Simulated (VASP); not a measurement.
A run of VASP 6.6.1 is set up as follows.

The input POSCAR:

```
AlN
1.0
    0.0000000000      2.1839935596      2.1839935596
    2.1839935596      0.0000000000      2.1839935596
    2.1839935596      2.1839935596      0.0000000000
Al N
1 1
Direct
   -0.0311979730     -0.0311979730      0.0311979730
    0.8100963311      0.8100963311      0.6899036689
```

The input INCAR.step1:

```
SYSTEM = AlN
PREC = Accurate
ENCUT = 520
ISMEAR = 0
SIGMA = 0.05
LREAL = .False.
LASPH = .True.
NELM = 80
NBANDS = 11
GGA = PE
ALGO = Normal
EDIFF = 1E-4
LWAVE = .True.
LCHARG = .False.
```

Contents of INCAR.step2:

```
SYSTEM = AlN
PREC = Accurate
ENCUT = 520
EDIFF = 1E-7
ISMEAR = 0
SIGMA = 0.05
LREAL = .False.
LASPH = .True.
NELM = 80
ALGO = Normal
ISIF = 2
LWAVE = .False.
LCHARG = .True.
METAGGA = R2SCAN
LMIXTAU = .True.
LELF = .True.
LVHAR = .True.
NBANDS = 11
ISTART = 1
```

The input KPOINTS:

```
Automatic mesh
0
Gamma
  10 10 10
  0 0 0
```

Potentials or basis: VASP PAW PBE potentials, release 64 (Al, N).

Launch:

```bash
$ cat potpaw_PBE.64/Al/POTCAR potpaw_PBE.64/N/POTCAR > POTCAR
$ cp INCAR.step1 INCAR
$ mpirun -np 1 vasp_std > vasp.out
$ cp INCAR.step2 INCAR
$ mpirun -np 1 vasp_std > vasp.out
```

(1) Estimate the pressure.

(2) Estimate the band gap on the k mesh.

(3) Estimate the largest force.

## Answers

(1) 18.9 GPa.

(2) 3.00 eV (least direct gap 3.70 eV).

(3) 5.108 eV/Å.

Caveat: the cell differs from its parent crystal (atoms displaced along a vibrational mode); the cell stands under pressure; the PAW data sets were made with another functional, which shifts forces and pressure a little.
